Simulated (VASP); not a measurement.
Wanted: the native input for a VASP 6.6.1 run.

| Property | Result |
| --- | --- |
| Task | single point |
| Functional | PBEsol |
| Potentials or basis | VASP PAW PBE potentials, release 64 (Mg, N, Cl) |
| Cutoff | 520 eV |
| k mesh | 9 × 9 × 9 |
| Occupations | gaussian, width 0.05 eV |
| Spin | no spin polarisation |
| Dipole correction | no |
| Further INCAR settings | ALGO = Normal; EDIFF = 1e-06; NBANDS = 16 |

The structure of Mg2NCl lies in POSCAR:

```
Mg2NCl
1.0
    1.7935199454      1.0354892232      6.4832151600
   -1.7935199454      1.0354892232      6.4832151600
    0.0000000000     -2.0709784465      6.4832151600
Mg N Cl
2 1 1
Direct
    0.2228150000      0.2228150000      0.2228150000
    0.7771850000      0.7771850000      0.7771850000
    0.5000000000      0.5000000000      0.5000000000
    0.0000000000      0.0000000000      0.0000000000
```

This cell differs from its parent crystal: strain +0.080 along x and y, +0.080 along z.

The input as run:

INCAR

```
PREC     = Accurate       # precision mode
ENCUT    = 520            # plane-wave cutoff, eV
EDIFF    = 1E-6           # SCF threshold, eV
ISMEAR   = 0              # smearing method
SIGMA    = 0.05           # smearing width, eV
LREAL    = False          # projectors in reciprocal space
LASPH    = True           # aspherical terms in the spheres
NELM     = 80             # most SCF steps
ALGO     = Normal         # electronic algorithm
ISIF     = 2              # what is computed and relaxed
LWAVE    = False          # write WAVECAR
LCHARG   = True           # write CHGCAR
GGA      = PS             # functional
LELF     = True           # ELF
LVHAR    = True         
NBANDS   = 16             # bands
```

KPOINTS

```
Automatic mesh
0
Gamma
  9 9 9
```

Potentials or basis: VASP PAW PBE potentials, release 64 (Mg, N, Cl).

The run is started by

```sh
$ cat potpaw_PBE.64/Mg/POTCAR potpaw_PBE.64/N/POTCAR potpaw_PBE.64/Cl/POTCAR > POTCAR
$ mpirun -np 1 vasp_std > vasp.out
```

Results of the run:

| Property | Result |
| --- | --- |
| Pressure | -14.3 GPa |
| Largest force | 0.728 eV/Å |
| Band gap on the k mesh | 0.88 eV |

Caveat: the cell differs from its parent crystal (strain +0.080 along x and y, +0.080 along z); the cell stands under tension; the PAW data sets were made with another functional, which shifts forces and pressure a little.

Run time: 4.9 min on 1 thread of Intel(R) Xeon(R) Platinum 8375C CPU @ 2.90GHz (Ice Lake), with other jobs on the host, peak memory 0.46 GiB.
